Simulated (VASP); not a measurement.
Set up this calculation in VASP 6.6.1, as the native input.

* Task: single point
* Functional: PBE
* Potentials or basis: VASP PAW PBE potentials, release 64 (Ba_sv, Ti_sv, O)
* Cutoff: 520 eV
* k mesh: 6 × 6 × 6
* Occupations: gaussian, width 0.02 eV
* Spin: no spin polarisation
* Dipole correction: no
* Further INCAR settings: ALGO = Normal; EDIFF = 1e-06; NBANDS = 28

The structure of BaTiO3 lies in POSCAR:

```
BaTiO3
1.0
    2.9418087693      1.6984540848      2.4554511840
   -2.9418087693      1.6984540848      2.4554511840
    0.0000000000     -3.3969081697      2.4554511840
Ba Ti O
1 1 3
Direct
   -0.0144718991     -0.0144718991     -0.0144718991
    0.4705771863      0.4705771863      0.4705771863
    0.5145354444      0.5145354444      0.0340238240
    0.0340238240      0.5145354444      0.5145354444
    0.5145354444      0.0340238240      0.5145354444
```

This cell differs from its parent crystal: volume scaled by 1.10, then relaxed in part.

One way to write it, as run:

INCAR

```
PREC = Accurate
ENCUT = 520
EDIFF = 1E-6
ISMEAR = 0
SIGMA = 0.02
LREAL = F
LASPH = T
NELM = 80
ALGO = Normal
ISIF = 2
LWAVE = F
LCHARG = F
GGA = PE
NBANDS = 28
```

KPOINTS

```
regular mesh
0
Gamma
  6 6 6
```

Potentials or basis: VASP PAW PBE potentials, release 64 (Ba_sv, Ti_sv, O).

Launch:

```console
$ cat potpaw_PBE.64/Ba_sv/POTCAR potpaw_PBE.64/Ti_sv/POTCAR potpaw_PBE.64/O/POTCAR > POTCAR
$ mpirun -np 1 vasp_std > vasp.out
```

Results of the run:

```json
{
 "Pressure": "-5.2 GPa",
 "Largest force": "0.127 eV/Å",
 "Band gap on the k mesh": "3.00 eV, indirect (least direct gap 3.64 eV)"
}
```

Caveat: spin-orbit coupling is left out, which moves the levels of the heavy elements.

Run time: 52 s on 1 thread of Intel(R) Xeon(R) Platinum 8259CL CPU @ 2.50GHz (Skylake/Cascade Lake), on a shared host, peak memory 0.21 GiB.
